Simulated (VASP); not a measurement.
# Nb (I4/mmm) in VASP: further runs

Nb is run at these levels: PBE; tasks: single point.

Program: VASP 6.6.1. These are calculated values, not measurements. Logs are shortened: lines on timing, memory, paths and dates and some standing lists are left out, and cuts for length are marked.

### Step 1. The cell of the first run

The structure is tetragonal, space group I4/mmm (No. 139). Conventional cell: a = 3.141 Å, b = 3.141 Å, c = 4.019 Å, α = 90.00°, β = 90.00°, γ = 90.00°. Nb (site symmetry 4/mmm) has 14 Nb at 2.99 to 4.02 Å within 4.1 Å.

### Step 2. Single point, PBE (strain +0.050 along x and y, -0.050 along z)

Contents of INCAR:

```
SYSTEM = Nb
PREC = Accurate ; ENCUT = 520
EDIFF = 1E-6 ; ISMEAR = 0
SIGMA = 0.15 ; LREAL = .False.
LASPH = .True. ; NELM = 80
ALGO = Fast ; ISIF = 2
LWAVE = .False. ; LCHARG = .True.
GGA = PE ; LELF = .True.
LVHAR = .True. ; NBANDS = 12
```

Contents of KPOINTS:

```
Automatic mesh
0
Gamma
  20 20 20
  0 0 0
```

Contents of POSCAR:

```
Nb
1.0
    0.0000000000      2.2207500000      2.0092500000
    2.2207500000      0.0000000000      2.0092500000
    2.2207500000      2.2207500000      0.0000000000
Nb
1
Direct
    0.0000000000      0.0000000000      0.0000000000
```

Potentials or basis: VASP PAW PBE potentials, release 64 (Nb_sv).

Command:

```console
$ cat potpaw_PBE.64/Nb_sv/POTCAR > POTCAR
$ mpirun -np 1 vasp_std > vasp.out
```

OUTCAR:

```text
SYSTEM = Nb
   PREC = Accurate
   ENCUT = 520
   EDIFF = 1E-6
   ISMEAR = 0
   LREAL = .False.
   LASPH = .True.
   NELM = 80
   ISIF = 2
   GGA = PE

 ion  position               nearest neighbor table
   1  0.000  0.000  0.000-

  LATTYP: Found a body centered tetragonal cell.
 ALAT       =     3.1406147686
 C/A-ratio  =     1.2795265564

  Lattice vectors:

 A1 = (   0.0000000000,  -2.2207500000,  -2.0092500000)
 A2 = (   0.0000000000,   2.2207500000,  -2.0092500000)
 A3 = (   2.2207500000,   0.0000000000,   2.0092500000)

Analysis of symmetry for initial positions (statically):
=====================================================================
 Subroutine PRICEL returns:
 Original cell was already a primitive cell.

 Routine SETGRP: Setting up the symmetry group for a
 body centered tetragonal supercell.

 Subroutine GETGRP returns: Found 16 space group operations
 (whereof 16 operations were pure point group operations)
 out of a pool of 16 trial point group operations.

The static configuration has the point symmetry D_4h.

Analysis of symmetry for dynamics (positions and initial velocities):
=====================================================================
 Subroutine PRICEL returns:
 Original cell was already a primitive cell.

 Routine SETGRP: Setting up the symmetry group for a
 body centered tetragonal supercell.

 Subroutine GETGRP returns: Found 16 space group operations
 (whereof 16 operations were pure point group operations)
 out of a pool of 16 trial point group operations.

The dynamic configuration has the point symmetry D_4h.

 Subroutine INISYM returns: Found 16 space group operations
 (whereof 16 operations are pure point group operations),
 and found     1 'primitive' translations

----------------------------------------------------------------------------------------

                                     Primitive cell

  volume of cell :      19.8182

  direct lattice vectors                    reciprocal lattice vectors
     0.000000000  2.220750000  2.009250000    -0.225149161  0.225149161  0.248849073
     2.220750000  0.000000000  2.009250000     0.225149161 -0.225149161  0.248849073
     2.220750000  2.220750000  0.000000000     0.225149161  0.225149161 -0.248849073

  length of vectors
     2.994798178  2.994798178  3.140614769     0.404116507  0.404116507  0.404116507

  position of ions in fractional coordinates (direct lattice)
     0.000000000  0.000000000  0.000000000

  ion indices of the primitive-cell ions
   primitive index   ion index
                 1           1

----------------------------------------------------------------------------------------

 KPOINTS: Automatic mesh

Automatic generation of k-mesh.
 Grid dimensions read from file:
 generate k-points for:   20   20   20

 Generating k-lattice:

  Cartesian coordinates                     Fractional coordinates (reciprocal lattice)
    -0.011257458  0.011257458  0.012442454     0.050000000  0.000000000  0.000000000
     0.011257458 -0.011257458  0.012442454     0.000000000  0.050000000  0.000000000
     0.011257458  0.011257458 -0.012442454     0.000000000  0.000000000  0.050000000

  Length of vectors
     0.020205825  0.020205825  0.020205825

  Shift w.r.t. Gamma in fractional coordinates (k-lattice)
     0.000000000  0.000000000  0.000000000

 Subroutine IBZKPT returns following result:
 ===========================================

 Found    641 irreducible k-points:

 Following reciprocal coordinates:
            Coordinates               Weight
  0.000000  0.000000  0.000000      1.000000
  0.050000 -0.000000  0.000000      8.000000
  0.100000 -0.000000  0.000000      8.000000
  0.150000 -0.000000  0.000000      8.000000
  0.200000 -0.000000  0.000000      8.000000
  0.250000 -0.000000  0.000000      8.000000
[... 16 lines left out ...]
 -0.400000  0.050000  0.000000      8.000000
 -0.350000  0.050000  0.000000      8.000000
 [... further k-points ...]
   k-points           NKPTS =    641   k-points in BZ     NKDIM =    641   number of bands    NBANDS=     12
   number of dos      NEDOS =    301   number of ions     NIONS =      1
   total plane-waves  NPLWV =  13824
   dimension x,y,z NGX =    24 NGY =   24 NGZ =   24
   dimension x,y,z NGXF=    48 NGYF=   48 NGZF=   48
   ions per type =               1
   NGX,Y,Z   is equivalent  to a cutoff of  13.32, 13.32, 12.70 a.u.
   NGXF,Y,Z  is equivalent  to a cutoff of  26.65, 26.65, 25.41 a.u.
 SYSTEM =  Nb
   PREC   = accura    normal or accurate (medium, high low for compatibility)
   ISTART =      0    job   : 0-new  1-cont  2-samecut
   ICHARG =      2    charge: 1-file 2-atom 10-const
   ISPIN  =      1    spin polarized calculation?
   LNONCOLLINEAR =      F non collinear calculations
   LSORBIT =      F    spin-orbit coupling
   LASPH  =      T    aspherical Exc in radial PAW
   ENCUT  =  520.0 eV  38.22 Ry    6.18 a.u.   5.57  5.57  5.84*2*pi/ulx,y,z
   NELM   =     80;   NELMIN=  2; NELMDL= -5     # of ELM steps
   EDIFF  = 0.1E-05   stopping-criterion for ELM
   LREAL  =      F    real-space projection
   EDIFFG = 0.1E-04   stopping-criterion for IOM
   NSW    =      0    number of steps for IOM
   IBRION =     -1    ionic relax: 0-MD 1-quasi-New 2-CG
   NFREE  =      0    steps in history (QN), initial steepest desc. (CG)
   ISIF   =      2    stress and relaxation
   ISYM   =      2    0-nonsym 1-usesym 2-fastsym
   POTIM  = 0.5000    time-step for ionic-motion
   TEBEG  =    0.0;   TEEND  =   0.0 temperature during run
   PSTRESS=    0.0 pullay stress
   NELECT =      13.0000    total number of electrons
   NUPDOWN=      -1.0000    fix difference up-down
   EMIN   =  10.00;   EMAX   =-10.00  energy-range for DOS
   EFERMI =   0.00;   METHOD = LEGACY
   ISMEAR =     0;   SIGMA  =   0.15  broadening in eV -4-tet -1-fermi 0-gaus
   EFERMI_NEDOS =   21; number of points for ismear=-14 and -15
   IALGO  =     68    algorithm
   IMIX   =      4    mixing-type and parameters
     AMIX     =   0.40;   BMIX     =  1.00
     AMIX_MAG =   1.60;   BMIX_MAG =  1.00
  volume/ion in A,a.u.               =      19.82       133.74
  Fermi-wavevector in a.u.,A,eV,Ry     =   1.422443  2.688027 27.529264  2.023344
  Thomas-Fermi vector in A             =   2.543146
   LORBIT       =      0    0 simple, 1 ext, 2 COOP (PROOUT), +10 PAW based schemes
   GGA     = PE    functional components
   LHFCALC =     F    Hartree Fock is set to
   AEXX    =    0.0000 exact exchange contribution
   IVDW    =     0    specifies the selected vdW correction
   LEPSILON=     F    determine dielectric tensor
   LRPA    =     F    only Hartree local field effects (RPA)
 non-spin polarized calculation
 RMM-DIIS sequential band-by-band and
 Gauss-broadening in eV      SIGMA  =   0.15
  energy-cutoff  :      520.00
  volume of cell :       19.82
 maximum number of plane-waves:       550
   NGX = 11   NGY = 11   NGZ = 11

 number of electron      12.9999999 magnetization

 Free energy of the ion-electron system (eV)
  ---------------------------------------------------
  ext. energy  EPLUGINS =         0.00000000
  ---------------------------------------------------
  free energy    TOTEN  =        -9.95013794 eV

  energy without entropy =       -9.93309354  energy(sigma->0) =       -9.94161574

 E-fermi :  10.1452     XC(G=0): -12.0150

 val. band max:       10.1444932165   @ k =  -0.2500   0.1000   0.0500
 cond. band min:      10.1484386717   @ k =   0.3500  -0.0000   0.0000
 fundamental gap:      0.0039454551
 Fermi energy:        10.1451514257

 k-point     1 :       0.0000    0.0000    0.0000
  band No.  band energies     occupation
      1     -44.6237      2.00000
      2     -20.1037      2.00000
      3     -20.0996      2.00000
      4     -20.0996      2.00000
      5       4.1460      2.00000
      6      10.0880      1.40976
      7      10.0880      1.40976
      8      11.1145      0.00000
      9      12.0372      0.00000
     10      13.3187      0.00000
     11      22.1247      0.00000
     12      25.6175      0.00000

 k-point     2 :       0.0500   -0.0000    0.0000
  band No.  band energies     occupation
      1     -44.6200      2.00000
      2     -20.1275      2.00000
      3     -20.1046      2.00000
      4     -20.1035      2.00000
      5       4.2346      2.00000
      6      10.0693      1.52524
      7      10.1261      1.14246
      8      11.1016      0.00000
      9      12.0186      0.00000
     10      13.2720      0.00000
     11      22.2996      0.00000
     12      25.5709      0.00000

 k-point     3 :       0.1000   -0.0000    0.0000
  band No.  band energies     occupation
      1     -44.6091      2.00000
      2     -20.2025      2.00000
      3     -20.1189      2.00000
      4     -20.1082      2.00000
      5       4.4921      2.00000
      6       9.9927      1.84939
      7      10.2202      0.47896
      8      11.0979      0.00000
      9      11.9897      0.00000
     10      13.1516      0.00000
     11      22.7798      0.00000
     12      25.0955      0.00000
[... 286 lines left out ...]
 k-point    23 :      -0.4000    0.0500    0.0000
  band No.  band energies     occupation
      1     -44.4775      2.00000
      2     -21.0241      2.00000
      3     -20.2825      2.00000
      4     -20.1888      2.00000
      5       6.6746      2.00000
      6       9.7806      1.99941
      7      10.4640      0.00265
      8      11.1225      0.00000
      9      14.2671      0.00000
     10      14.3032      0.00000
     11      20.5729      0.00000
     12      22.3345      0.00000

 k-point    24 :      -0.3500    0.0500    0.0000
  band No.  band energies     occupation
      1     -44.4936      2.00000
      2     -20.9261      2.00000
      3     -20.2595      2.00000
      4     -20.1865      2.00000
      5       6.6230      2.00000
      6       9.9027      1.97774
      7      10.1544      0.93024
      8      10.9762      0.00000
      9      13.6735      0.00000
     10      14.0404      0.00000
     11      21.2094      0.00000
     12      23.1078      0.00000

 [... further k-points ...]

------------------------ aborting loop because EDIFF is reached ----------------------------------------

  FORCE on cell =-STRESS in cart. coord.  units (eV):
  Direction    XX          YY          ZZ          XY          YZ          ZX
  --------------------------------------------------------------------------------------
  -------------------------------------------------------------------------------------
  Total       -0.5745845     -0.5745845     -2.4467620      0.0000000      0.0000000     -0.0000000
  in kB      -46.4516546    -46.4516546   -197.8057874      0.0000000      0.0000000     -0.0000000
  external PRESSURE =     -96.9030322 kB  Pullay stress =       0.0000000 kB

 VOLUME and BASIS-vectors are now :
 -----------------------------------------------------------------------------
  energy-cutoff  :      520.00
  volume of cell :       19.82
      direct lattice vectors                 reciprocal lattice vectors
     0.000000000  2.220750000  2.009250000    -0.225149161  0.225149161  0.248849073
     2.220750000  0.000000000  2.009250000     0.225149161 -0.225149161  0.248849073
     2.220750000  2.220750000  0.000000000     0.225149161  0.225149161 -0.248849073

 POSITION                                       TOTAL-FORCE (eV/Angst)
 -----------------------------------------------------------------------------------
      0.00000      0.00000      0.00000         0.000000     -0.000000      0.000000
 -----------------------------------------------------------------------------------
    total drift:                               -0.000000      0.000000     -0.000000

  FREE ENERGIE OF THE ION-ELECTRON SYSTEM (eV)
  ---------------------------------------------------
  free  energy   TOTEN  =        -9.9501379367 eV

  energy  without entropy=       -9.9330935422  energy(sigma->0) =       -9.94161574
```

Run time: 2.1 min. Hardware: 1 thread of Intel Xeon 6975P-C (Granite Rapids), shared host; peak memory 0.24 GiB.

What came out:

```yaml
Free_energy: -9.9501 eV
Pressure: -9.7 GPa
Band_gap_on_the_k_mesh: zero (an odd number of electrons rules out a gap without spin polarisation)
```

Caveat: the cell differs from its parent crystal (strain +0.050 along x and y, -0.050 along z); the cell stands under tension.

### Step 3. Single point, PBE (strain +0.050 along x and y, +0.000 along z)

Contents of INCAR:

```
SYSTEM = Nb
ALGO = Fast
EDIFF = 1E-6
ENCUT = 520
GGA = PE
ISIF = 2
ISMEAR = 0
LASPH = .True.
LCHARG = .False.
LREAL = .False.
LWAVE = .False.
NBANDS = 12
NELM = 100
PREC = Accurate
SIGMA = 0.15
```

Contents of KPOINTS:

```
k-points
0
Gamma
  20 20 20
  0 0 0
```

Contents of POSCAR:

```
Nb
1.0
    0.0000000000      2.2207500000      2.1150000000
    2.2207500000      0.0000000000      2.1150000000
    2.2207500000      2.2207500000      0.0000000000
Nb
1
Direct
    0.0000000000      0.0000000000      0.0000000000
```

Potentials or basis: VASP PAW PBE potentials, release 64 (Nb_sv).

Command:

```console
$ cat potpaw_PBE.64/Nb_sv/POTCAR > POTCAR
$ mpirun -np 1 vasp_std > vasp.out
```

Wall time 1.9 min (1 thread of Intel Xeon 6975P-C (Granite Rapids), shared host); peak memory 0.27 GiB.

Results (log left out):

- Free energy: -9.8173 eV
- Pressure: -14.8 GPa
- Band gap on the k mesh: zero (an odd number of electrons rules out a gap without spin polarisation)

Stress tensor (GPa, compression positive):
```
-11.96   0.00   0.00
  0.00 -11.96   0.00
  0.00   0.00 -20.55
```

Levels at points of the mesh, in eV from the Fermi level:
| k point | band 4 | band 5 | band 6 | band 7 | band 8 | band 9 |
| --- | --- | --- | --- | --- | --- | --- |
| (0.00, 0.00, 0.00) | -30.47 | -5.92 | 0.02 | 0.02 | 0.52 | 2.07 |
| (0.50, 0.00, 0.00) | -30.55 | -3.43 | -0.24 | 0.31 | 1.06 | 3.93 |
| (0.50, 0.50, 0.00) | -30.82 | -3.48 | -2.87 | 3.60 | 4.04 | 4.55 |
| (0.50, 0.00, 0.50) | -30.71 | -3.49 | -2.77 | 2.79 | 4.04 | 4.31 |

Caveat: the cell differs from its parent crystal (strain +0.050 along x and y, +0.000 along z); the cell stands under tension.
